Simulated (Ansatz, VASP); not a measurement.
# RbCdH3 in VASP and in Ansatz

```xyz
5
Lattice="4.5291 0.0000 0.0000 0.0000 4.5291 0.0000 0.0000 0.0000 4.5291" Properties=species:S:1:pos:R:3 pbc="T T T"
Rb    0.0000    0.0000    0.0000
Cd    2.2646    2.2646    2.2646
H     2.2646    2.2646    0.0000
H     2.2646    0.0000    2.2646
H     0.0000    2.2646    2.2646
```

Alike in both runs: task single point; functional PBE; k mesh 4 × 4 × 4; occupations gaussian, width 0.05 eV; no spin polarisation.

|  | VASP | Ansatz |
| --- | --- | --- |
| version | VASP 6.6.1 | Ansatz 0.2.0 |
| potentials or method | VASP PAW PBE potentials, release 64 (Rb_sv, Cd, H), cutoff 500 eV | scalar-relativistic, plane waves, PAW |
| valence electrons in the cell | 24 | 32 |

|  | VASP | Ansatz | Ansatz less VASP |
| --- | --- | --- | --- |
| gap on the k mesh at the Fermi level (eV) | none | none | - |
| pressure (GPa) | -5.0 | -5.0 | +0.01 |

A gap of «none» marks a metal or a gap that the smearing closes. VASP's potentials hold 24 valence electrons a cell and Ansatz's 32, so a difference there can come from the potentials and not from the codes.
